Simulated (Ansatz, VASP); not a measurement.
## WSe2 in VASP and in Ansatz

Contents of INCAR:

```
  ALGO = Normal
  EDIFF = 1E-6
  EDIFFG = -0.04
  ENCUT = 600
  GGA = PE
  IBRION = 2
  ISIF = 3
  ISMEAR = 0
  ISPIN = 2
  LASPH = True
  LCHARG = False
  LMAXMIX = 4
  LORBIT = 11
  LREAL = False
  LWAVE = False
  MAGMOM = 0.93 -0.07 0.02
  NELM = 150
  NSW = 90
  PREC = Accurate
  SIGMA = 0.1
```

Contents of KPOINTS:

```
k-points
0
Gamma
  4 4 4
```

File POSCAR:

```
WSe2
1.0
    0.0000000000      3.5211012700      3.5211012700
    3.5211012700      0.0000000000      3.5211012700
    3.5211012700      3.5211012700      0.0000000000
W Se
1 2
Direct
    0.5000000000      0.5000000000      0.5000000000
    0.2500000000      0.2500000000      0.2500000000
    0.0000000000      0.0000000000      0.0000000000
```

Input for Ansatz:

```yaml
crystal:
  lattice:
    - [0.0, 3.52110127, 3.52110127]
    - [3.52110127, 0.0, 3.52110127]
    - [3.52110127, 3.52110127, 0.0]
  atoms:
    - { symbol: W, position: [0.5, 0.5, 0.5] }
    - { symbol: Se, position: [0.25, 0.25, 0.25] }
    - { symbol: Se, position: [0.0, 0.0, 0.0] }
basis:
  ecutwfc: 420
kpoints:
  mp_grid: { grid: [4, 4, 4] }
hamiltonian:
  xc: pbe
scf:
  occupations: { method: gaussian, width: 0.1 }
  lower_state_search: "off"
output:
  forces: true
  stress: true
  eigenvalues: true
  populations: true
magnetization:
  spin_polarized: true
relax:
  adjacent_minimum: "off"
  f_tol: 0.04
  max_steps: 70
  cell: { stress_tol: 0.4 }
```

Alike in both runs: task relaxation of cell and atoms; functional PBE; k mesh 4 × 4 × 4; occupations gaussian, width 0.1 eV; collinear spin.

|  | VASP | Ansatz |
| --- | --- | --- |
| version | VASP 6.6.1 | Ansatz 0.2.0 |
| potentials or method | VASP PAW PBE potentials, release 64 (W_sv, Se), cutoff 600 eV | scalar-relativistic, plane waves, PAW |
| valence electrons in the cell | 26 | 46 |

```tsv
	VASP	Ansatz	Ansatz less VASP
gap on the k mesh at the Fermi level, each at its own relaxed structure (eV)	none	none	-
net moment per atom (μB)	0.40	0.40	0.000
size of the moment on the site where the two differ most (μB)	0.96	0.85	-0.112
relaxed volume (Å³/atom)	20.02	19.92	-0.096
relaxed length of the cell vector where the two differ most in proportion (Å)	4.396	4.389	-0.0071
```

Site moments also hang on the region over which each program counts them. A gap of «none» marks a metal or a gap that the smearing closes. VASP's potentials hold 26 valence electrons a cell and Ansatz's 46, so a difference there can come from the potentials and not from the codes. Ansatz's warnings: no starting moments.

The k mesh is coarse, so the values compare programs but aren't converged. Spin-orbit coupling is off throughout. Noted on VASP's run: the volume moved by over 15 % at a fixed basis, so the end points are rough.
